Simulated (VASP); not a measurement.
Set up this calculation in VASP 6.6.1, as the native input.

```
Task                   : relaxation of cell and atoms
Functional             : PBE
Potentials or basis    : VASP PAW PBE potentials, release 64 (Mg, O)
Cutoff                 : 600 eV
k mesh                 : 6 × 6 × 2
Occupations            : gaussian, width 0.1 eV
Spin                   : collinear spin, ferromagnetic start
Starting moments       : [0.0, 0.0, 0.0, 1.0, 1.0, 1.0] μB
Dipole correction      : no
Further INCAR settings : ALGO = Normal; EDIFF = 1e-06; IBRION = 2; EDIFFG = -0.04; NSW = 90; ISIF = 3
```

The structure of MgO lies in POSCAR:

```
MgO
1.0
    3.2074537200      0.0000000000      0.0000000000
   -1.6037268600      2.7777364000      0.0000000000
    0.0000000000      0.0000000000      8.2741089900
Mg O
3 3
Direct
    0.6666666700      0.3333333300      0.0000000000
    0.3333333300      0.6666666700      0.2479486900
    0.3333333300      0.6666666700      0.7520513100
    0.0000000000      0.0000000000      0.8679787300
    0.0000000000      0.0000000000      0.1320212700
    0.3333333300      0.6666666700      0.5000000000
```

These files were run (other wordings do the same):

INCAR

```
PREC     = Accurate       # precision mode
ENCUT    = 600            # plane-wave cutoff, eV
EDIFF    = 1E-6           # SCF threshold, eV
ISMEAR   = 0              # smearing method
SIGMA    = 0.1            # smearing width, eV
LREAL    = False          # projectors in reciprocal space
LASPH    = True           # aspherical terms in the spheres
NELM     = 150            # most SCF steps
ALGO     = Normal         # electronic algorithm
ISIF     = 3              # what is computed and relaxed
LWAVE    = False          # write WAVECAR
LCHARG   = False          # write CHGCAR
ISPIN    = 2              # spin polarisation
MAGMOM   = 0 0 0 1 1 1    # initial moments
LORBIT   = 11             # projections on sites
GGA      = PE             # functional
IBRION   = 2              # ionic algorithm
NSW      = 90             # ionic steps
EDIFFG   = -0.04          # ionic threshold
```

KPOINTS

```
regular mesh
0
Gamma
  6 6 2
```

Potentials or basis: VASP PAW PBE potentials, release 64 (Mg, O).

The run is started by

```bash
$ cat potpaw_PBE.64/Mg/POTCAR potpaw_PBE.64/O/POTCAR > POTCAR
$ mpirun -np 1 vasp_std > vasp.out
```

It gave:

The relaxed volume is 11.93 Å³/atom and the relaxed cell is a = 3.106 Å, b = 3.106 Å, c = 8.566 Å, α = 90.00°, β = 90.00°, γ = 120.00°. The space group after relaxing (to 0.1 Å) is P-6m2 (No. 187) and the energy gained by relaxing is 412.3 meV/atom. The ionic steps are 12 and the pressure after relaxing is 0.1 GPa. The largest force after relaxing is 0.008 eV/Å and the band gap on the k mesh is zero (filled and empty bands touch). The net moment is 0.00 μB per cell and the valence electrons inside the program's atomic spheres are Mg 0.33, 0.44 (each value once); O 5.03.

Caveat: the k points lie up to 0.39 Å⁻¹ apart in the final cell; semilocal functionals underestimate gaps, and a narrow one can read as zero.

It took 18 min on 1 thread of Intel Xeon 8259CL, with other jobs on the host, peak memory 0.3 GiB.
